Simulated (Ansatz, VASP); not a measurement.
**TiH2 in VASP and in Ansatz**

```
Ti H
1.0
    -1.59746    1.59746    2.08676
     1.59746   -1.59746    2.08676
     1.59746    1.59746   -2.08676
Ti H
1 2
Direct
  0.00000 0.00000 0.00000
  0.75000 0.25000 0.50000
  0.25000 0.75000 0.50000
```

Alike in both runs: functional r2SCAN; k mesh 18 × 18 × 18; occupations gaussian, width 0.1 eV; no spin polarisation.

Ansatz relaxed the structure, and its values are those at the end. VASP's run is a single point on that final structure, the one shown.

|  | VASP | Ansatz |
| --- | --- | --- |
| version | VASP 6.6.1 | Ansatz 0.2.0 |
| potentials or method | VASP PAW PBE potentials, release 64 (Ti_sv, H), cutoff 520 eV | scalar-relativistic, plane waves, PAW |
| valence electrons in the cell | 14 | 14 |

```csv
,VASP,Ansatz,Ansatz less VASP
gap on the k mesh at the Fermi level (eV),none,none,-
pressure (GPa),0.5,0.0,-0.48
```

VASP's potentials were made for PBE, not for r2SCAN. A gap of «none» marks a metal or a gap that the smearing closes.
